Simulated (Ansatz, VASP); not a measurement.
Al: VASP beside Ansatz

```xyz
2
Lattice="2.8872 0.0000 0.0000 -1.4436 2.5004 0.0000 0.0000 0.0000 4.4355" Properties=species:S:1:pos:R:3 pbc="T T T"
Al    1.4436    0.8335    3.3267
Al    0.0000    1.6669    1.1089
```

Alike in both runs: task single point; functional r2SCAN; k mesh 30 × 30 × 14; occupations gaussian, width 0.15 eV; no spin polarisation.

```csv
,VASP,Ansatz
version,VASP 6.6.1,Ansatz 0.2.0
potentials or method,"VASP PAW PBE potentials, release 64 (Al), cutoff 520 eV","scalar-relativistic, plane waves, PAW"
valence electrons in the cell,6,6
```

VASP gave:

- gap on the k mesh at the Fermi level (eV): none
- pressure (GPa): 0.1
- traceless stress, the component that is largest in VASP (GPa): 4.15

Problem. Which values does Ansatz return?

Solution. gap on the k mesh at the Fermi level (eV): none; pressure (GPa): 0.4; traceless stress, the component that is largest in VASP (GPa): 4.17.

VASP's potentials were made for PBE, not for r2SCAN. A gap of «none» marks a metal or a gap that the smearing closes. With one functional, cell and mesh, what is left measures potentials, basis and numerics.
